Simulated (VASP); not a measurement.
# MgH2 (C222_1) in VASP: further runs, part 2 of 2

VASP 6.6.1.

## 4. Relaxation of cell and atoms, PBE

Contents of INCAR:

```
SYSTEM = MgH2
PREC = Accurate
ENCUT = 600
EDIFF = 1E-7
ISMEAR = 0
SIGMA = 0.1
LREAL = .FALSE.
LASPH = .TRUE.
NELM = 60
ALGO = Normal
ISIF = 3
LWAVE = .FALSE.
LCHARG = .FALSE.
GGA = PE
IBRION = 2
NSW = 90
EDIFFG = -0.04
```

Contents of KPOINTS:

```
regular mesh
0
G
  6 6 4
  0 0 0
```

Contents of POSCAR:

```
MgH2
1.0
    2.2479461100     -2.3055819800      0.0000000000
    2.2479461100      2.3055819800      0.0000000000
    0.0000000000      0.0000000000      4.8470947400
Mg H
2 4
Direct
    0.0961728700      0.0961728700      0.0000000000
    0.9038271300      0.9038271300      0.5000000000
    0.4072456500      0.0641537300      0.6692364300
    0.5927543500      0.9358462700      0.1692364300
    0.9358462700      0.5927543500      0.8307635700
    0.0641537300      0.4072456500      0.3307635700
```

The run is started by

```sh
$ cat potpaw_PBE.64/Mg/POTCAR potpaw_PBE.64/H/POTCAR > POTCAR
$ mpirun -np 1 vasp_std > vasp.out
```

It took 2.6 min on 1 thread of Intel Xeon Platinum 8259CL at 2.50GHz (Skylake/Cascade Lake), shared host; peak memory 0.19 GiB.

Results (log left out):

| Quantity | Value |
| --- | --- |
| Free energy | -16.7826 eV |
| Relaxed volume | 10.12 Å³/atom |
| Relaxed cell | a = 3.276 Å, b = 3.276 Å, c = 5.659 Å, α = 90.00°, β = 90.00°, γ = 92.33° |
| Space group after relaxing (to 0.1 Å) | C222_1 (No. 20) |
| Energy gained by relaxing | 106.1 meV/atom |
| Ionic steps | 11 |
| Pressure after relaxing | 0.0 GPa |
| Largest force after relaxing | 0.033 eV/Å |
| Band gap on the k mesh | 1.69 eV (least direct gap 3.10 eV) |

Forces in eV/Å, atoms in the order of the input:
```
Mg  -0.033  0.000  0.000
Mg   0.033  0.000  0.000
H   -0.022 -0.014  0.013
H    0.022  0.014  0.013
H    0.022 -0.014 -0.013
H   -0.022  0.014 -0.013
```

Stress tensor (GPa, compression positive):
```
 0.23  0.00  0.00
 0.00 -0.08  0.00
 0.00  0.00 -0.05
```

The path:
```csv
step,energy change (eV),largest force (eV/Å),pressure (GPa),volume (Å³)
1,0.0000,0.7918,13.24,50.24
2,-0.4683,0.2879,4.27,55.40
3,-0.5646,0.2012,0.34,58.77
4,-0.5705,0.2267,-0.65,59.81
5,-0.5705,0.2316,-0.83,60.01
6,-0.5894,0.2011,-0.49,59.69
7,-0.6192,0.1072,0.77,58.69
8,-0.6201,0.0889,1.10,58.47
9,-0.6293,0.0696,0.49,59.41
10,-0.6344,0.0492,-0.33,60.84
11,-0.6366,0.0328,0.03,60.69
```

Final structure:
```
CELL_PARAMETERS angstrom
2.26892 -2.36320 0.00000
2.26892 2.36320 0.00000
0.00000 0.00000 5.65944
ATOMIC_POSITIONS crystal
Mg 0.11346 0.11346 0.00000
Mg 0.88654 0.88654 0.50000
H 0.41407 0.04362 0.65249
H 0.58593 0.95638 0.15249
H 0.95638 0.58593 0.84751
H 0.04362 0.41407 0.34751
```

Levels at points of the mesh, in eV from the valence-band top:
```
           k point  band 1  band 2  band 3  band 4  band 5  band 6  band 7  band 8
(0.00, 0.00, 0.00)   -8.05   -4.50   -3.40    0.00    5.20    6.54    8.16    8.30
(0.50, 0.00, 0.00)   -5.37   -4.66   -2.78   -2.19    1.94    2.68    7.12    8.27
(0.50, 0.50, 0.00)   -3.54   -3.26   -2.54   -1.35    1.75    2.47    3.66    5.06
(0.00, 0.00, 0.50)   -6.99   -6.99   -0.61   -0.61    5.62    5.62    7.70    7.70
(0.50, 0.00, 0.50)   -4.56   -4.56   -3.52   -3.52    4.57    4.57    6.29    6.29
(0.50, 0.50, 0.50)   -3.02   -3.02   -2.48   -2.48    1.99    1.99    3.48    3.48
```

Caveat: the volume moved by over 15 % at a fixed basis, so the end points are rough.

## 5. Relaxation of cell and atoms, PBE

This run uses another cell than the first one, of 11.01 Å³/atom.

Contents of INCAR:

```
ALGO = Normal
EDIFF = 1E-6
EDIFFG = -0.01
ENCUT = 600
GGA = PE
IBRION = 2
ISIF = 3
ISMEAR = 0
LASPH = True
LCHARG = False
LREAL = False
LWAVE = False
NELM = 80
NSW = 100
PREC = Accurate
SIGMA = 0.02
```

Contents of KPOINTS:

```
k-points
0
Gamma
  8 8 6
```

Contents of POSCAR:

```
MgH2
1.0
    2.3065102900     -2.3126987353      0.0000000000
    2.3065102900      2.3126987353      0.0000000000
    0.0000000000      0.0000000000      6.1947869887
Mg H
2 4
Direct
    0.9463249129      0.0536750871      0.7500000000
    0.0536750871      0.9463249129      0.2500000000
    0.9933921438      0.4528897400      0.3967081378
    0.0066078562      0.5471102600      0.8967081378
    0.4528897400      0.9933921438      0.6032918622
    0.5471102600      0.0066078562      0.1032918622
```

The run is started by

```sh
$ cat potpaw_PBE.64/Mg/POTCAR potpaw_PBE.64/H/POTCAR > POTCAR
$ mpirun -np 1 vasp_std > vasp.out
```

Wall time 98 s (1 thread of Intel Xeon Platinum 8259CL at 2.50GHz (Skylake/Cascade Lake), shared host); peak memory 0.23 GiB.

The run converged. Its results:

```
Free energy                           : -16.8013 eV
Relaxed volume                        : 10.97 Å³/atom
Relaxed cell                          : a = 3.262 Å, b = 3.262 Å, c = 6.187 Å, α = 90.00°, β = 90.00°, γ = 90.14°
Space group after relaxing (to 0.1 Å) : C222_1 (No. 20)
Energy gained by relaxing             : 0.0 meV/atom
Ionic steps                           : 3
Pressure after relaxing               : 0.0 GPa
Largest force after relaxing          : 0.008 eV/Å
Band gap on the k mesh                : 1.79 eV (least direct gap 3.26 eV)
```

Forces in eV/Å, atoms in the order of the input:
```
Mg   0.000 -0.007  0.000
Mg   0.000  0.007  0.000
H   -0.003  0.007 -0.003
H    0.003 -0.007 -0.003
H   -0.003 -0.007  0.003
H    0.003  0.007  0.003
```

The path:
| step | energy change (eV) | largest force (eV/Å) | pressure (GPa) | volume (Å³) |
| --- | --- | --- | --- | --- |
| 1 | 0.0000 | 0.0227 | -0.16 | 66.09 |
| 2 | -0.0002 | 0.0155 | -0.07 | 65.98 |
| 3 | -0.0002 | 0.0083 | 0.04 | 65.85 |

Final structure:
```
CELL_PARAMETERS angstrom
2.30410 -2.30973 0.00000
2.30410 2.30973 0.00000
0.00000 0.00000 6.18662
ATOMIC_POSITIONS crystal
Mg 0.94632 0.05368 0.75000
Mg 0.05368 0.94632 0.25000
H 0.99318 0.45330 0.39639
H 0.00682 0.54670 0.89639
H 0.45330 0.99318 0.60361
H 0.54670 0.00682 0.10361
```

Levels at points of the mesh, in eV from the valence-band top:
| k point | band 1 | band 2 | band 3 | band 4 | band 5 | band 6 | band 7 | band 8 |
| --- | --- | --- | --- | --- | --- | --- | --- | --- |
| (0.00, 0.00, 0.00) | -7.31 | -4.20 | -3.66 | 0.00 | 6.43 | 6.62 | 8.28 | 8.36 |
| (0.50, 0.00, 0.00) | -4.61 | -4.00 | -2.67 | -2.26 | 1.99 | 2.78 | 6.90 | 8.13 |
| (0.50, 0.50, 0.00) | -2.83 | -2.82 | -1.73 | -1.47 | 1.79 | 3.35 | 4.11 | 5.28 |
| (0.00, 0.00, 0.50) | -6.42 | -6.42 | -0.93 | -0.93 | 5.60 | 5.60 | 8.57 | 8.57 |
| (0.50, 0.00, 0.50) | -3.93 | -3.93 | -3.22 | -3.22 | 4.37 | 4.37 | 5.41 | 5.41 |
| (0.50, 0.50, 0.50) | -2.35 | -2.35 | -2.24 | -2.24 | 2.48 | 2.48 | 4.31 | 4.31 |

A k mesh can miss the band edges.

## 6. The runs side by side

```tsv
task	cell	k mesh	cutoff (eV)	smearing	gap on the mesh (eV)	pressure (GPa)	relaxed volume (Å³/atom)	largest force (eV/Å)
single point	a = 3.220, b = 3.220, c = 4.847 Å, angles 90.0, 90.0, 91.5°, 6 atoms, atomic positions A	6 × 6 × 4	520	gaussian 0.1 eV	1.51	13.1	-	0.79
single point	a = 3.266, b = 3.266, c = 6.195 Å, angles 90.0, 90.0, 89.8°, 6 atoms, atomic positions B	6 × 6 × 4	520	gaussian 0.1 eV	1.78	-0.2	-	0.02
relaxation of cell and atoms	relaxed from a = 3.220, b = 3.220, c = 4.847 Å, angles 90.0, 90.0, 91.5°, 6 atoms, atomic positions A	6 × 6 × 4	600	gaussian 0.1 eV	1.69	0.0	10.12	0.03
relaxation of cell and atoms	relaxed from a = 3.266, b = 3.266, c = 6.195 Å, angles 90.0, 90.0, 90.2°, 6 atoms, atomic positions C	8 × 8 × 6	600	gaussian 0.02 eV	1.79	0.0	10.97	0.01
```

Alike in all rows: level PBE; potentials or basis VASP PAW PBE potentials, release 64 (Mg, H); no spin polarisation.

Caveats: the cell stands under pressure (at least some runs); the volume moved by over 15 % at a fixed basis, so the end points are rough (at least some runs).

Absolute energies hang on the potentials; compare differences alone.
